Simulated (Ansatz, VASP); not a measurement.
## PtS2 in VASP and in Ansatz

File INCAR:

```
PREC = Accurate ; ENCUT = 520
EDIFF = 1E-6 ; ISMEAR = 0
SIGMA = 0.02 ; LREAL = F
LASPH = T ; NELM = 100
ALGO = Normal ; ISIF = 2
LWAVE = F ; LCHARG = T
GGA = PS ; LELF = T
LVHAR = T ; NBANDS = 18
```

The input KPOINTS:

```
Automatic mesh
0
Gamma
  12 12 8
```

File POSCAR:

```
PtS2
1.0
    3.5715569962      0.0000000000      0.0000000000
   -1.7857784981      3.0930590898      0.0000000000
    0.0000000000      0.0000000000      4.7672297871
Pt S
1 2
Direct
    0.0000000000      0.0000000000      0.0000000000
    0.3333333333      0.6666666667      0.2510159186
    0.6666666667      0.3333333333      0.7489840814
```

Input for Ansatz:

```yaml
crystal:
  lattice:
    - [3.5715569962, 0.0, 0.0]
    - [-1.7857784981, 3.0930590898, 0.0]
    - [0.0, 0.0, 4.7672297871]
  atoms:
    - { symbol: Pt, position: [0.0, 0.0, 0.0] }
    - { symbol: S, position: [0.3333333333, 0.6666666667, 0.2510159186] }
    - { symbol: S, position: [0.6666666667, 0.3333333333, 0.7489840814] }
basis:
  ecutwfc: 420
kpoints:
  mp_grid: { grid: [12, 12, 8] }
  band_path: { path: [VBM, CBM], npoints: 2 }
hamiltonian:
  xc: pbesol
scf:
  occupations: { method: gaussian, width: 0.02 }
output:
  forces: false
  stress: false
  eigenvalues: true
checkpoint:
  read: start.run
  write: ck
  compress: false
  write_wavefunctions: false
  write_every: 100000
```

Alike in both runs: task single point; functional PBEsol; k mesh 12 × 12 × 8; occupations gaussian, width 0.02 eV; no spin polarisation.

|  | VASP | Ansatz |
| --- | --- | --- |
| version | VASP 6.6.1 | Ansatz 0.2.0 |
| potentials or method | VASP PAW PBE potentials, release 64 (Pt, S), cutoff 520 eV | scalar-relativistic, plane waves, PAW |
| valence electrons in the cell | 22 | 30 |

```csv
,VASP,Ansatz,Ansatz less VASP
gap on the k mesh at the Fermi level (eV),0.25,0.24,-0.009
least direct gap on the mesh (eV),0.67,0.67,-0.008
```

VASP's potentials were made for PBE, not for PBEsol. VASP's potentials hold 22 valence electrons a cell and Ansatz's 30, so a difference there can come from the potentials and not from the codes.

Spin-orbit coupling is off throughout.
